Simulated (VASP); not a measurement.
Runs of VASP 6.6.1 on MgO (Periclase). The structure is that of space group Fm-3m (No. 225), or close to it. The cells are those of the table. 

| potentials or basis | cell | cutoff (eV) | second run | gap on the mesh (eV) | pressure (GPa) |
| --- | --- | --- | --- | --- | --- |
| VASP PAW PBE potentials, release 64 (Mg_sv, O) | a = 2.912 Å, angles 60.0°, 2 atoms | 660 | valence_matched | 6.37 | (a) |
| VASP PAW PBE potentials, release 64 (Mg, O) | a = 3.002 Å, angles 60.0°, 2 atoms | 520 | - | 5.36 | -5.8 |
| VASP PAW PBE potentials, release 64 (Mg_sv, O) | a = 2.943 Å, angles 60.0°, 2 atoms | 660 | valence_matched | 6.03 | (c) |
| VASP PAW PBE potentials, release 64 (Mg, O) | a = 2.973 Å, angles 60.0°, 2 atoms | 520 | - | 5.66 | -1.1 |
| VASP PAW PBE potentials, release 64 (Mg, O) | a = 2.943 Å, angles 60.0°, 2 atoms | 520 | - | (b) | 4.3 |

Alike in all rows: task single point; level r2SCAN; no spin polarisation; k mesh 10 × 10 × 10; smearing gaussian 0.02 eV.

Question: Estimate the missing entries.

Answer: (a) 11.7; (b) 5.98; (c) 4.9.

Caveats: the PAW data sets were made with another functional, which shifts forces and pressure a little.

The runs don't all hold the same shells in valence.
